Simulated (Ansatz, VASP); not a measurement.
Two plane-wave programs on SnO2

```
CELL_PARAMETERS angstrom
5.23226 0.00000 0.00000
0.00000 3.45525 0.00000
0.00000 0.00000 7.02275
ATOMIC_POSITIONS crystal
Sn 0.76337 0.25000 0.41609
Sn 0.23663 0.75000 0.58391
Sn 0.73663 0.75000 0.91609
Sn 0.26337 0.25000 0.08391
O 0.47678 0.75000 0.13909
O 0.62328 0.75000 0.60840
O 0.52322 0.25000 0.86091
O 0.37672 0.25000 0.39160
O 0.02322 0.25000 0.63909
O 0.87672 0.25000 0.10840
O 0.12328 0.75000 0.89160
O 0.97678 0.75000 0.36091
```

Alike in both runs: functional LDA; k mesh 6 × 8 × 4; occupations gaussian, width 0.02 eV; no spin polarisation.

Ansatz relaxed the structure, and its values are those at the end. VASP's run is a single point on that final structure, the one shown.

```csv
,VASP,Ansatz
version,VASP 6.6.1,Ansatz 0.2.0
potentials or method,"VASP PAW LDA potentials, release 64 (Sn_d, O), cutoff 520 eV","scalar-relativistic, plane waves, PAW"
valence electrons in the cell,104,104
```

```tsv
	VASP	Ansatz	Ansatz less VASP
gap on the k mesh at the Fermi level (eV)	0.66	0.65	-0.007
least direct gap on the mesh (eV)	0.78	0.78	-0.002
pressure (GPa)	1.0	0.0	-0.98
rms of the force components (eV/Å)	0.032	0.002	-0.0298
```

LDA's correlation is that of Perdew and Zunger in VASP and of Perdew and Wang (1992) in Ansatz.
